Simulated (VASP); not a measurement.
# Si2Mo (P6_222) in VASP: a series of runs

The runs below take Si2Mo through single point, relaxation of cell and atoms, with PBEsol+U, PBE.

Everything below comes from runs of VASP 6.6.1. Logs are shortened: lines on timing, memory, paths and dates and some standing lists are left out, and cuts for length are marked.

## Step 1: The cell of the first run

Symmetry: P6_222, No. 180, hexagonal system. The conventional cell has a = 4.572 Å, b = 4.572 Å, c = 6.557 Å, α = 90.00°, β = 90.00°, γ = 120.00°. Within 3.4 Å of Mo (site symmetry 222) lie 10 Si at 2.56 to 2.66 Å and 4 Mo at 3.16 Å. Within 3.4 Å of Si (site symmetry 2) lie 9 Si at 2.54 to 3.19 Å and 5 Mo at 2.56 to 2.66 Å.

## Step 2: Single point, PBEsol+U

Input file INCAR:

```
SYSTEM = Si2Mo
ALGO = Normal ; EDIFF = 1E-6
ENCUT = 520 ; GGA = PS
ISIF = 2 ; ISMEAR = -1
LASPH = .TRUE. ; LCHARG = .FALSE.
LDAU = .TRUE. ; LDAUJ = 0 0
LDAUL = 2 -1 ; LDAUPRINT = 1
LDAUTYPE = 2 ; LDAUU = 2 0
LMAXMIX = 4 ; LREAL = .FALSE.
LWAVE = .FALSE. ; NBANDS = 43
NELM = 150 ; PREC = Accurate
SIGMA = 0.05
```

Input file KPOINTS:

```
k-points
0
G
  5 5 3
  0 0 0
```

Input file POSCAR:

```
Si2Mo
1.0
    4.5715633835      0.0000000000      0.0000000000
   -2.2857816918      3.9590900251      0.0000000000
    0.0000000000      0.0000000000      6.5571215155
Mo Si
3 6
Direct
    0.5000000000      0.5000000000      0.8333333333
    0.0000000000      0.5000000000      0.1666666667
    0.5000000000      0.0000000000      0.5000000000
    0.1641379793      0.3282759586      0.5000000000
    0.6717240414      0.8358620207      0.1666666667
    0.8358620207      0.1641379793      0.8333333333
    0.8358620207      0.6717240414      0.5000000000
    0.3282759586      0.1641379793      0.1666666667
    0.1641379793      0.8358620207      0.8333333333
```

Potentials or basis: VASP PAW PBE potentials, release 64 (Mo_sv, Si).

The run is started by

```bash
$ cat potpaw_PBE.64/Mo_sv/POTCAR potpaw_PBE.64/Si/POTCAR > POTCAR
$ mpirun -np 1 vasp_std > vasp.out
```

OUTCAR:

```text
SYSTEM = Si2Mo
   EDIFF = 1E-6
   ENCUT = 520
   GGA = PS
   ISIF = 2
   ISMEAR = -1
   LASPH = .TRUE.
   LREAL = .FALSE.
   NELM = 150
   PREC = Accurate

 ion  position               nearest neighbor table
   1  0.500  0.500  0.833-   4 2.56   7 2.56   5 2.56   8 2.56   9 2.63   6 2.63   9 2.63   6 2.63
                             6 2.66   9 2.66   3 3.16   3 3.16   2 3.16   2 3.16
   2  0.000  0.500  0.167-   4 2.56   7 2.56   6 2.56   9 2.56   8 2.63   5 2.63   5 2.63   8 2.63
                             5 2.66   8 2.66   3 3.16   3 3.16   1 3.16   1 3.16
   3  0.500  0.000  0.500-   6 2.56   9 2.56   8 2.56   5 2.56   4 2.63   7 2.63   7 2.63   4 2.63
                             4 2.66   7 2.66   2 3.16   2 3.16   1 3.16   1 3.16
   4  0.164  0.328  0.500-   6 2.54   8 2.54   1 2.56   2 2.56   7 2.60   3 2.63   3 2.63   3 2.66
                             7 2.66   7 2.66   5 3.14   9 3.14
   5  0.672  0.836  0.167-   7 2.54   6 2.54   3 2.56   1 2.56   8 2.60   2 2.63   2 2.63   2 2.66
                             8 2.66   8 2.66   4 3.14   9 3.14
   6  0.836  0.164  0.833-   4 2.54   5 2.54   3 2.56   2 2.56   9 2.60   1 2.63   1 2.63   1 2.66
                             9 2.66   9 2.66   7 3.14   8 3.14
   7  0.836  0.672  0.500-   9 2.54   5 2.54   1 2.56   2 2.56   4 2.60   3 2.63   3 2.63   3 2.66
                             4 2.66   4 2.66   8 3.14   6 3.14
   8  0.328  0.164  0.167-   4 2.54   9 2.54   3 2.56   1 2.56   5 2.60   2 2.63   2 2.63   2 2.66
                             5 2.66   5 2.66   7 3.14   6 3.14
   9  0.164  0.836  0.833-   7 2.54   8 2.54   3 2.56   2 2.56   6 2.60   1 2.63   1 2.63   1 2.66
                             6 2.66   6 2.66   4 3.14   5 3.14

  LATTYP: Found a hexagonal cell.
 ALAT       =     4.5715633835
 C/A-ratio  =     1.4343280330

  Lattice vectors:

 A1 = (   4.5715633835,   0.0000000000,   0.0000000000)
 A2 = (  -2.2857816918,   3.9590900251,   0.0000000000)
 A3 = (   0.0000000000,   0.0000000000,   6.5571215155)

Analysis of symmetry for initial positions (statically):
=====================================================================
 Subroutine PRICEL returns:
 Original cell was already a primitive cell.
[... 254 lines left out ...]
  o =  0.3412  v =  0.0000  0.0000  0.0000  0.0000  0.0000  0.0000  1.0000  0.0000  0.0000  0.0000      0.0000  0.0000  0.0000  0.0000  0.0000  0.0000  0.0000  0.0000  0.0000  0.0000
  o =  0.3936  v = -0.0000  0.0000  0.4666 -0.0000 -0.8845  0.0000  0.0000  0.0000  0.0000  0.0000      0.0000  0.0000  0.0000  0.0000  0.0000  0.0000  0.0000  0.0000  0.0000  0.0000
  o =  0.3936  v =  0.0000  0.0000  0.0000  0.0000  0.0000 -0.0000  0.0000  0.4666 -0.0000 -0.8845      0.0000  0.0000  0.0000  0.0000  0.0000  0.0000  0.0000  0.0000  0.0000  0.0000
  o =  0.4392  v =  1.0000 -0.0000 -0.0000  0.0000 -0.0000  0.0000  0.0000  0.0000  0.0000  0.0000      0.0000  0.0000  0.0000  0.0000  0.0000  0.0000  0.0000  0.0000  0.0000  0.0000
  o =  0.4392  v =  0.0000  0.0000  0.0000  0.0000  0.0000  1.0000 -0.0000 -0.0000  0.0000 -0.0000      0.0000  0.0000  0.0000  0.0000  0.0000  0.0000  0.0000  0.0000  0.0000  0.0000
  o =  0.4536  v =  0.0000  0.0000 -0.0000 -1.0000 -0.0000  0.0000  0.0000  0.0000  0.0000  0.0000      0.0000  0.0000  0.0000  0.0000  0.0000  0.0000  0.0000  0.0000  0.0000  0.0000
  o =  0.4536  v =  0.0000  0.0000  0.0000  0.0000  0.0000  0.0000  0.0000 -0.0000 -1.0000 -0.0000      0.0000  0.0000  0.0000  0.0000  0.0000  0.0000  0.0000  0.0000  0.0000  0.0000
  o =  0.5132  v =  0.0000  0.0000  0.0000  0.0000  0.0000 -0.0000  0.0000 -0.8845  0.0000 -0.4666      0.0000  0.0000  0.0000  0.0000  0.0000  0.0000  0.0000  0.0000  0.0000  0.0000
  o =  0.5132  v = -0.0000  0.0000 -0.8845  0.0000 -0.4666  0.0000  0.0000  0.0000  0.0000  0.0000      0.0000  0.0000  0.0000  0.0000  0.0000  0.0000  0.0000  0.0000  0.0000  0.0000

 number of electron      65.9999995 magnetization

 Free energy of the ion-electron system (eV)
  ---------------------------------------------------
  ext. energy  EPLUGINS =         0.00000000
  ---------------------------------------------------
  free energy    TOTEN  =       -67.73131222 eV

  energy without entropy =      -67.73123486  energy(sigma->0) =      -67.73127354

 E-fermi :  12.9648     XC(G=0): -12.5901

 val. band max:       12.5829648856   @ k =   0.0000   0.0000   0.3333
 cond. band min:      13.3513631215   @ k =   0.4000  -0.0000   0.0000
 fundamental gap:      0.7683982359
 Fermi energy:        12.9647626818

 k-point     1 :       0.0000    0.0000    0.0000
  band No.  band energies     occupation
      1     -48.1471      2.00000
      2     -48.1151      2.00000
      3     -48.1151      2.00000
      4     -22.4304      2.00000
      5     -22.4198      2.00000
      6     -22.4198      2.00000
[... 449 lines left out ...]
     42      16.0086      0.00000
     43      16.5656      0.00000

------------------------ aborting loop because EDIFF is reached ----------------------------------------

  FORCE on cell =-STRESS in cart. coord.  units (eV):
  Direction    XX          YY          ZZ          XY          YZ          ZX
  --------------------------------------------------------------------------------------
  -------------------------------------------------------------------------------------
  Total        1.5377499      1.5377499      1.5146038     -0.0000000      0.0000000      0.0000000
  in kB       20.7597886     20.7597886     20.4473146     -0.0000000      0.0000000      0.0000000
  external PRESSURE =      20.6556306 kB  Pullay stress =       0.0000000 kB

 VOLUME and BASIS-vectors are now :
 -----------------------------------------------------------------------------
  energy-cutoff  :      520.00
  volume of cell :      118.68
      direct lattice vectors                 reciprocal lattice vectors
     4.571563384  0.000000000  0.000000000     0.218743549  0.126291647  0.000000000
    -2.285781692  3.959090025  0.000000000     0.000000000  0.252583294  0.000000000
     0.000000000  0.000000000  6.557121516     0.000000000  0.000000000  0.152505943

 POSITION                                       TOTAL-FORCE (eV/Angst)
 -----------------------------------------------------------------------------------
      1.14289      1.97955      5.46427         0.000000      0.000000      0.000000
     -1.14289      1.97955      1.09285         0.000000      0.000000      0.000000
      2.28578      0.00000      3.27856        -0.000000      0.000000     -0.000000
     -0.00000      1.29967      3.27856         0.000000     -0.026448     -0.000000
      1.16023      3.30925      1.09285         0.022905      0.013224     -0.000000
      3.44601      0.64984      5.46427         0.022905     -0.013224     -0.000000
      2.28578      2.65942      3.27856        -0.000000      0.026448     -0.000000
      1.12555      0.64984      1.09285        -0.022905     -0.013224     -0.000000
     -1.16023      3.30925      5.46427        -0.022905      0.013224     -0.000000
 -----------------------------------------------------------------------------------
    total drift:                               -0.000000     -0.000000      0.000001

  FREE ENERGIE OF THE ION-ELECTRON SYSTEM (eV)
  ---------------------------------------------------
  free  energy   TOTEN  =       -67.7313122238 eV

  energy  without entropy=      -67.7312348556  energy(sigma->0) =      -67.73127354
```

OSZICAR:

```text
N       E                     dE             d eps       ncg     rms          rms(c)
DAV:   1     0.549169932015E+03    0.54917E+03   -0.36345E+04   908   0.148E+03
DAV:   2    -0.449166499444E+02   -0.59409E+03   -0.57406E+03   978   0.397E+02
DAV:   3    -0.701818218941E+02   -0.25265E+02   -0.24826E+02  1112   0.725E+01
DAV:   4    -0.706206728979E+02   -0.43885E+00   -0.43621E+00  1072   0.902E+00
DAV:   5    -0.706283354653E+02   -0.76626E-02   -0.76491E-02  1045   0.116E+00    0.398E+01
DAV:   6    -0.681611940347E+02    0.24671E+01   -0.19520E+01  1009   0.204E+01    0.861E+00
DAV:   7    -0.678308345782E+02    0.33036E+00   -0.29645E+00   996   0.797E+00    0.833E+00
DAV:   8    -0.677308781699E+02    0.99956E-01   -0.35647E-01  1021   0.298E+00    0.881E-01
DAV:   9    -0.677311693992E+02   -0.29123E-03   -0.18629E-02  1122   0.521E-01    0.429E-01
DAV:  10    -0.677315399464E+02   -0.37055E-03   -0.44079E-03  1005   0.401E-01    0.203E-01
DAV:  11    -0.677313125825E+02    0.22736E-03   -0.10554E-03  1013   0.171E-01    0.346E-02
DAV:  12    -0.677313135396E+02   -0.95715E-06   -0.51194E-05  1098   0.340E-02    0.120E-02
DAV:  13    -0.677313124670E+02    0.10726E-05   -0.19814E-06   744   0.651E-03    0.398E-03
DAV:  14    -0.677313122238E+02    0.24325E-06   -0.25581E-07   562   0.238E-03
   1 F= -.67731312E+02 E0= -.67731274E+02  d E =-.773681E-04
```

stdout:

```text
POSCAR found type information on POSCAR MoSi
 POSCAR found :  2 types and       9 ions
 scaLAPACK will be used
 -----------------------------------------------------------------------------
|                                                                             |
|                                                                             |
|     You enforced a specific xc type in the INCAR file but a different       |
|     I HOPE YOU KNOW WHAT YOU ARE DOING!                                     |
|                                                                             |
 -----------------------------------------------------------------------------

 LDA part: xc-table for (Slater+PW92), standard interpolation
 POSCAR, INCAR and KPOINTS ok, starting setup
 FFT: planning ... GRIDC
 FFT: planning ... GRID_SOFT
 FFT: planning ... GRID
 WAVECAR not read
 entering main loop
```

Run time: 2.1 min. Hardware: 1 thread of Intel Xeon 8259CL, shared host; peak memory 0.25 GiB.

What came out:

| Property | Result |
| --- | --- |
| Free energy | -67.7313 eV |
| Pressure | 2.1 GPa |
| Largest force | 0.026 eV/Å |
| Band gap on the k mesh | 0.77 eV (least direct gap 1.04 eV) |

Forces in eV/Å, atoms in the order of the input:
```
Mo   0.000  0.000  0.000
Mo   0.000  0.000  0.000
Mo   0.000  0.000  0.000
Si   0.000 -0.026  0.000
Si   0.023  0.013  0.000
Si   0.023 -0.013  0.000
Si   0.000  0.026  0.000
Si  -0.023 -0.013  0.000
Si  -0.023  0.013  0.000
```

Eigenvalues of the final occupation matrices:
| site | spin | trace | eigenvalues |
| --- | --- | --- | --- |
| site 1 d | 1 | 2.14 | 0.34 0.39 0.44 0.45 0.51 |
| site 1 d | 2 | 2.14 | 0.34 0.39 0.44 0.45 0.51 |
| site 2 d | 1 | 2.14 | 0.34 0.39 0.44 0.45 0.51 |
| site 2 d | 2 | 2.14 | 0.34 0.39 0.44 0.45 0.51 |
| site 3 d | 1 | 2.14 | 0.34 0.39 0.44 0.45 0.51 |
| site 3 d | 2 | 2.14 | 0.34 0.39 0.44 0.45 0.51 |

Caveat: the PAW data sets were made with another functional, which shifts forces and pressure a little; the U is typed as a test and isn't derived for this compound.

## Step 3: Single point, PBE

This run uses another cell than the first one, of 13.31 Å³/atom.

Input file INCAR:

```
SYSTEM = Si2Mo
ALGO = Normal
EDIFF = 1E-6
ENCUT = 520
GGA = PE
ISIF = 2
ISMEAR = 0
LASPH = .TRUE.
LCHARG = .FALSE.
LREAL = .FALSE.
LWAVE = .FALSE.
NBANDS = 43
NELM = 100
PREC = Accurate
SIGMA = 0.013000000000000001
```

Input file KPOINTS:

```
k-points
0
G
  7 7 4
  0 0 0
```

Input file POSCAR:

```
Si2Mo
1.0
    4.5854715599      0.0000000000      0.0000000000
   -2.2927357800      3.9711348592      0.0000000000
    0.0000000000      0.0000000000      6.5797601000
Mo Si
3 6
Direct
    0.5000000000      0.5000000000      0.8333333333
    0.0000000000      0.5000000000      0.1666666667
    0.5000000000      0.0000000000      0.5000000000
    0.1638729800      0.3277459600      0.5000000000
    0.6722540400      0.8361270200      0.1666666667
    0.8361270200      0.1638729800      0.8333333333
    0.8361270200      0.6722540400      0.5000000000
    0.3277459600      0.1638729800      0.1666666667
    0.1638729800      0.8361270200      0.8333333333
```

Potentials or basis: VASP PAW PBE potentials, release 64 (Mo_sv, Si).

The run is started by

```bash
$ cat potpaw_PBE.64/Mo_sv/POTCAR potpaw_PBE.64/Si/POTCAR > POTCAR
$ mpirun -np 1 vasp_std > vasp.out
```

OUTCAR:

```text
SYSTEM = Si2Mo
   EDIFF = 1E-6
   ENCUT = 520
   GGA = PE
   ISIF = 2
   ISMEAR = 0
   LASPH = .TRUE.
   LREAL = .FALSE.
   NELM = 100
   PREC = Accurate

 ion  position               nearest neighbor table
   1  0.500  0.500  0.833-   4 2.57   7 2.57   5 2.57   8 2.57   9 2.64   6 2.64   9 2.64   6 2.64
                             6 2.67   9 2.67   3 3.17   3 3.17   2 3.17   2 3.17
   2  0.000  0.500  0.167-   4 2.57   7 2.57   6 2.57   9 2.57   8 2.64   5 2.64   5 2.64   8 2.64
                             5 2.67   8 2.67   3 3.17   3 3.17   1 3.17   1 3.17
   3  0.500  0.000  0.500-   6 2.57   9 2.57   8 2.57   5 2.57   4 2.64   7 2.64   7 2.64   4 2.64
                             4 2.67   7 2.67   2 3.17   2 3.17   1 3.17   1 3.17
   4  0.164  0.328  0.500-   6 2.55   8 2.55   1 2.57   2 2.57   7 2.60   3 2.64   3 2.64   3 2.67
                             7 2.67   7 2.67   5 3.15   9 3.15
   5  0.672  0.836  0.167-   7 2.55   6 2.55   3 2.57   1 2.57   8 2.60   2 2.64   2 2.64   2 2.67
                             8 2.67   8 2.67   4 3.15   9 3.15
   6  0.836  0.164  0.833-   4 2.55   5 2.55   3 2.57   2 2.57   9 2.60   1 2.64   1 2.64   1 2.67
                             9 2.67   9 2.67   7 3.15   8 3.15
   7  0.836  0.672  0.500-   9 2.55   5 2.55   1 2.57   2 2.57   4 2.60   3 2.64   3 2.64   3 2.67
                             4 2.67   4 2.67   8 3.15   6 3.15
[... 1313 lines left out ...]
     42      16.1531      0.00000
     43      16.2011      0.00000

------------------------ aborting loop because EDIFF is reached ----------------------------------------

  FORCE on cell =-STRESS in cart. coord.  units (eV):
  Direction    XX          YY          ZZ          XY          YZ          ZX
  --------------------------------------------------------------------------------------
  -------------------------------------------------------------------------------------
  Total        2.8096889      2.8096889      2.6676069     -0.0000000      0.0000000      0.0000000
  in kB       37.5716370     37.5716370     35.6716927     -0.0000000      0.0000000      0.0000000
  external PRESSURE =      36.9383222 kB  Pullay stress =       0.0000000 kB

 VOLUME and BASIS-vectors are now :
 -----------------------------------------------------------------------------
  energy-cutoff  :      520.00
  volume of cell :      119.81
      direct lattice vectors                 reciprocal lattice vectors
     4.585471560  0.000000000  0.000000000     0.218080079  0.125908592  0.000000000
    -2.292735780  3.971134859  0.000000000     0.000000000  0.251817185  0.000000000
     0.000000000  0.000000000  6.579760100     0.000000000  0.000000000  0.151981225

 POSITION                                       TOTAL-FORCE (eV/Angst)
 -----------------------------------------------------------------------------------
      1.14637      1.98557      5.48313         0.000000      0.000000      0.000000
     -1.14637      1.98557      1.09663         0.000000      0.000000     -0.000000
      2.29274      0.00000      3.28988         0.000000      0.000000     -0.000000
     -0.00000      1.30152      3.28988        -0.000000      0.005758     -0.000000
      1.16558      3.32037      1.09663        -0.004987     -0.002879     -0.000000
      3.45832      0.65076      5.48313        -0.004987      0.002879     -0.000000
      2.29274      2.66961      3.28988         0.000000     -0.005758     -0.000000
      1.12715      0.65076      1.09663         0.004987      0.002879     -0.000000
     -1.16558      3.32037      5.48313         0.004987     -0.002879     -0.000000
 -----------------------------------------------------------------------------------
    total drift:                               -0.000000     -0.000000      0.000001

  FREE ENERGIE OF THE ION-ELECTRON SYSTEM (eV)
  ---------------------------------------------------
  free  energy   TOTEN  =       -69.5149761521 eV

  energy  without entropy=      -69.5149761521  energy(sigma->0) =      -69.51497615
```

stdout:

```text
POSCAR found type information on POSCAR MoSi
 POSCAR found :  2 types and       9 ions
 scaLAPACK will be used
 LDA part: xc-table for (Slater+PW92), standard interpolation
 POSCAR, INCAR and KPOINTS ok, starting setup
 FFT: planning ... GRIDC
 FFT: planning ... GRID_SOFT
 FFT: planning ... GRID
 WAVECAR not read
 entering main loop
```

Wall time 3.9 min (1 thread of Intel Xeon 8259CL, shared host); peak memory 0.29 GiB.

What came out:

| Item | Value |
| --- | --- |
| Free energy | -69.5150 eV |
| Pressure | 3.7 GPa |
| Largest force | 0.006 eV/Å |
| Band gap on the k mesh | 0.27 eV (least direct gap 0.63 eV) |

Forces on the atoms (eV/Å):
```
Mo   0.000  0.000  0.000
Mo   0.000  0.000  0.000
Mo   0.000  0.000  0.000
Si   0.000  0.006  0.000
Si  -0.005 -0.003  0.000
Si  -0.005  0.003  0.000
Si   0.000 -0.006  0.000
Si   0.005  0.003  0.000
Si   0.005 -0.003  0.000
```

Caveat: the cell stands under pressure. A k mesh can miss the band edges.

## Step 4: Single point, PBE

This run uses another cell than the first one, of 13.31 Å³/atom.

Input file INCAR:

```
PREC = Accurate ; ENCUT = 520
EDIFF = 1E-6 ; ISMEAR = 0
SIGMA = 0.014 ; LREAL = F
LASPH = T ; NELM = 60
ALGO = Normal ; ISIF = 2
LWAVE = F ; LCHARG = T
GGA = PE ; LELF = T
LVHAR = T ; NBANDS = 43
```

Input file KPOINTS:

```
Automatic mesh
0
Gamma
  7 7 4
```

POSCAR is that of step 3.

The run is started by

```bash
$ cat potpaw_PBE.64/Mo_sv/POTCAR potpaw_PBE.64/Si/POTCAR > POTCAR
$ mpirun -np 1 vasp_std > vasp.out
```

Run time: 3.7 min. Hardware: 1 thread of Intel Xeon 8259CL, shared host; peak memory 0.29 GiB.

Results (log left out):

| Item | Value |
| --- | --- |
| Free energy | -69.5150 eV |
| Pressure | 3.7 GPa |
| Largest force | 0.006 eV/Å |
| Band gap on the k mesh | 0.27 eV (least direct gap 0.63 eV) |

Forces on the atoms (eV/Å):
```
Mo   0.000  0.000  0.000
Mo   0.000  0.000  0.000
Mo   0.000  0.000  0.000
Si   0.000  0.006  0.000
Si  -0.005 -0.003  0.000
Si  -0.005  0.003  0.000
Si   0.000 -0.006  0.000
Si   0.005  0.003  0.000
Si   0.005 -0.003  0.000
```

Stress tensor (GPa, compression positive):
```
3.76 0.00 0.00
0.00 3.76 0.00
0.00 0.00 3.57
```

Levels at points of the mesh, in eV from the valence-band top:
```csv
k point,band 29,band 30,band 31,band 32,band 33,band 34,band 35,band 36,band 37,band 38
"(0.00, 0.00, 0.00)",-2.92,-2.92,-2.65,-2.00,-0.72,2.09,2.46,2.46,2.56,2.61
"(0.00, 0.00, 0.50)",-2.21,-2.21,-1.99,-0.63,-0.63,1.94,2.37,2.37,2.39,2.67
```

Caveat: the cell stands under pressure. A k mesh can miss the band edges.

(Continued in part 2 of 2.)
